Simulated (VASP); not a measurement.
Wanted: the native input for a VASP 6.6.1 run.

| Property | Result |
| --- | --- |
| Task | single point |
| Functional | LDA |
| Potentials or basis | VASP PAW LDA potentials, release 64 (Ca_sv, Zn) |
| Cutoff | 520 eV |
| k mesh | 5 × 5 × 5 |
| Occupations | methfessel-paxton, width 0.15 eV |
| Spin | no spin polarisation |
| Dipole correction | no |
| Further INCAR settings | ALGO = Normal; EDIFF = 1e-07; NBANDS = 31 |

The structure of CaZn3 lies in POSCAR:

```
CaZn3
1.0
    4.0167562818      0.0000000000      0.0000000000
    0.0000000000      4.0167562818      0.0000000000
    0.0000000000      0.0000000000      4.0167562818
Ca Zn
1 3
Direct
    0.0000000000      0.0000000000      0.0000000000
    0.5000000000      0.5000000000      0.0000000000
    0.5000000000      0.0000000000      0.5000000000
    0.0000000000      0.5000000000      0.5000000000
```

The input as run:

INCAR

```
PREC = Accurate ; ENCUT = 520
EDIFF = 1E-7 ; ISMEAR = 1
SIGMA = 0.15 ; LREAL = F
LASPH = T ; NELM = 60
ALGO = Normal ; ISIF = 2
LWAVE = F ; LCHARG = F
NBANDS = 31
```

KPOINTS

```
Automatic mesh
0
Gamma
  5 5 5
```

Potentials or basis: VASP PAW LDA potentials, release 64 (Ca_sv, Zn).

Command:

```console
$ cat potpaw_LDA.64/Ca_sv/POTCAR potpaw_LDA.64/Zn/POTCAR > POTCAR
$ mpirun -np 1 vasp_std > vasp.out
```

It gave:

| Item | Value |
| --- | --- |
| Pressure | 8.5 GPa |
| Band gap on the k mesh | zero (bands 23 and 24 overlap by 1.08 eV) |

Caveat: the cell stands under pressure.

Wall time 12 s on 1 thread of Intel(R) Xeon(R) Platinum 8488C (Sapphire Rapids) (shared host), peak memory 0.15 GiB.
